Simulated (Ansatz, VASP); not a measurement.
## One calculation of Yb, two programs

The input INCAR:

```
PREC = Accurate ; ENCUT = 520
EDIFF = 1E-6 ; ISMEAR = -1
SIGMA = 0.1 ; LREAL = F
LASPH = T ; NELM = 100
ALGO = Normal ; ISIF = 2
LWAVE = F ; LCHARG = F
GGA = B5 ; ALDAX = 1.0
AGGAX = 1.0 ; AGGAC = 1.0
ALDAC = 0.0 ; NBANDS = 18
```

The input KPOINTS:

```
Automatic mesh
0
Gamma
  12 12 12
```

Contents of POSCAR:

```
Yb
1.0
   -2.1411308519      2.1411308519      2.1411308519
    2.1411308519     -2.1411308519      2.1411308519
    2.1411308519      2.1411308519     -2.1411308519
Yb
1
Direct
    0.0000000000      0.0000000000      0.0000000000
```

Input for Ansatz:

```yaml
crystal:
  lattice:
    - [-2.1411308519, 2.1411308519, 2.1411308519]
    - [2.1411308519, -2.1411308519, 2.1411308519]
    - [2.1411308519, 2.1411308519, -2.1411308519]
  atoms:
    - { symbol: Yb, position: [0.0, 0.0, 0.0] }
hamiltonian:
  xc: blyp
  pseudopotentials:
    kind: paw
    azcp:
      Yb: "pseudopotentials/Yb.paw.azcp"
basis:
  ecutwfc: 420
  fft_grid_basis: typed
kpoints:
  mp_grid: { grid: [12, 12, 12], shift: [0, 0, 0] }
magnetization:
  spin_polarized: false
scf:
  occupations: { method: fermi_dirac, width: 0.1 }
  lower_state_search: "off"
output:
  stress: true
  write_density: true
  write_potential: true
  elf: true
  volumetric_format: npy
```

Alike in both runs: task single point; functional BLYP; k mesh 12 × 12 × 12; occupations fermi-dirac, width 0.1 eV; no spin polarisation.

|  | VASP | Ansatz |
| --- | --- | --- |
| version | VASP 6.6.1 | Ansatz 0.2.0 |
| potentials or method | VASP PAW PBE potentials, release 64 (Yb), cutoff 520 eV | plane waves (420 eV) with PAW, scalar-relativistic |
| valence electrons in the cell | 24 | 24 |

|  | VASP | Ansatz | Ansatz less VASP |
| --- | --- | --- | --- |
| pressure (GPa) | -1.3 | -1.2 | +0.17 |

VASP's potentials were made for PBE, not for BLYP.

Spin-orbit coupling is off throughout.
